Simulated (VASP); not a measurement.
Wanted: the native input for a VASP 6.6.1 run.

| Item | Value |
| --- | --- |
| Task | single point |
| Functional | PBE |
| Potentials or basis | VASP PAW PBE potentials, release 64 (Rb_sv, Be, Sc_sv) |
| Cutoff | 520 eV |
| k mesh | 4 × 4 × 4 |
| Occupations | methfessel-paxton, width 0.0598 eV |
| Spin | no spin polarisation |
| Dipole correction | no |
| Further INCAR settings | ALGO = Normal; EDIFF = 1e-06; NBANDS = 36 |

The structure of Rb3ScBe6 lies in POSCAR:

```
Rb3ScBe6
1.0
    0.0000000000      4.6885660000      4.6885660000
    4.6885660000      0.0000000000      4.6885660000
    4.6885660000      4.6885660000      0.0000000000
Rb Be Sc
3 6 1
Direct
    0.2500000000      0.2500000000      0.2500000000
    0.7500000000      0.7500000000      0.7500000000
    0.5000000000      0.5000000000      0.5000000000
    0.2299000000      0.7701000000      0.7701000000
    0.7701000000      0.2299000000      0.7701000000
    0.7701000000      0.2299000000      0.2299000000
    0.2299000000      0.7701000000      0.2299000000
    0.7701000000      0.7701000000      0.2299000000
    0.2299000000      0.2299000000      0.7701000000
    0.0000000000      0.0000000000      0.0000000000
```

These files were run (other wordings do the same):

INCAR

```
PREC     = Accurate       # precision mode
ENCUT    = 520            # plane-wave cutoff, eV
EDIFF    = 1E-6           # SCF threshold, eV
ISMEAR   = 1              # smearing method
SIGMA    = 0.0598         # smearing width, eV
LREAL    = F              # projectors in reciprocal space
LASPH    = T              # aspherical terms in the spheres
NELM     = 60             # most SCF steps
ALGO     = Normal         # electronic algorithm
ISIF     = 2              # what is computed and relaxed
LWAVE    = F              # write WAVECAR
LCHARG   = F              # write CHGCAR
GGA      = PE             # functional
NBANDS   = 36             # bands
```

KPOINTS

```
Automatic mesh
0
Gamma
  4 4 4
```

Potentials or basis: VASP PAW PBE potentials, release 64 (Rb_sv, Be, Sc_sv).

Launch:

```bash
$ cat potpaw_PBE.64/Rb_sv/POTCAR potpaw_PBE.64/Be/POTCAR potpaw_PBE.64/Sc_sv/POTCAR > POTCAR
$ mpirun -np 1 vasp_std > vasp.out
```

Results of the run:

```json
{
  "Pressure": "14.6 GPa",
  "Largest force": "0.477 eV/Å",
  "Band gap on the k mesh": "zero (bands 25 and 26 overlap by 0.69 eV)"
}
```

Caveat: the cell stands under pressure.

Run time: 96 s on 1 thread of Intel(R) Xeon(R) Platinum 8375C CPU @ 2.90GHz (Ice Lake), with other jobs on the host, peak memory 0.37 GiB.
